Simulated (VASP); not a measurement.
Here is a VASP 6.6.1 calculation.

The input INCAR:

```
ALGO = Normal
EDIFF = 1E-7
ENCUT = 520
GGA = CA
ISIF = 2
ISMEAR = 0
LASPH = True
LCHARG = False
LREAL = False
LWAVE = False
NBANDS = 20
NELM = 60
PREC = Accurate
SIGMA = 0.15
```

File KPOINTS:

```
k-points
0
Gamma
  18 18 10
```

POSCAR

```
Ta2N
1.0
    3.0332451079      0.0000000000      0.0000000000
   -1.5166225540      2.6268673193      0.0000000000
    0.0000000000      0.0000000000      4.6175090278
Ta N
2 1
Direct
    0.6666666667      0.3333333333      0.7466885012
    0.3333333333      0.6666666667      0.2533114988
    0.0000000000      0.0000000000      0.0000000000
```

Potentials or basis: VASP PAW LDA potentials, release 64 (Ta_pv, N).

Run with:

```console
$ cat potpaw_LDA.64/Ta_pv/POTCAR potpaw_LDA.64/N/POTCAR > POTCAR
$ mpirun -np 1 vasp_std > vasp.out
```

(1) Estimate the pressure.

(2) Estimate the largest force.

Answers

(1) 21.7 GPa.

(2) 0.265 eV/Å.
